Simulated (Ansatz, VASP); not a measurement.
# Two plane-wave programs on SrAl2O2

```
Sr Al O
1.0
     4.08668    0.00000    0.00000
     0.00000    4.08668    0.00000
     0.00000    0.00000    4.71036
Sr Al O
1 2 2
Direct
  0.00000 0.00000 0.00000
  0.50000 0.50000 0.26017
  0.50000 0.50000 0.73983
  0.00000 0.50000 0.50000
  0.50000 0.00000 0.50000
```

Change from the starting cell: species swapped into the CeMg2Si2 type (P4/mmm, No. 123).

Alike in both runs: functional PBE; k mesh 4 × 4 × 4; occupations gaussian, width 0.1 eV; no spin polarisation.

Ansatz relaxed the structure, and its values are those at the end. VASP's run is a single point on that final structure, the one shown.

|  | VASP | Ansatz |
| --- | --- | --- |
| version | VASP 6.6.1 | Ansatz 0.2.0 |
| potentials or method | VASP PAW PBE potentials, release 64 (Sr_sv, Al, O), cutoff 520 eV | scalar-relativistic, plane waves, PAW |
| valence electrons in the cell | 28 | 28 |

VASP gave:

```
gap on the k mesh at the Fermi level (eV) : none
pressure (GPa)                            : 0.0
rms of the force components (eV/Å)        : 0.009
```

Q: What did Ansatz give for the same quantities?

A: gap on the k mesh at the Fermi level (eV): none; pressure (GPa): -0.1; rms of the force components (eV/Å): 0.003.

A gap of «none» marks a metal or a gap that the smearing closes.

The k mesh is coarse, so the values compare programs but aren't converged.
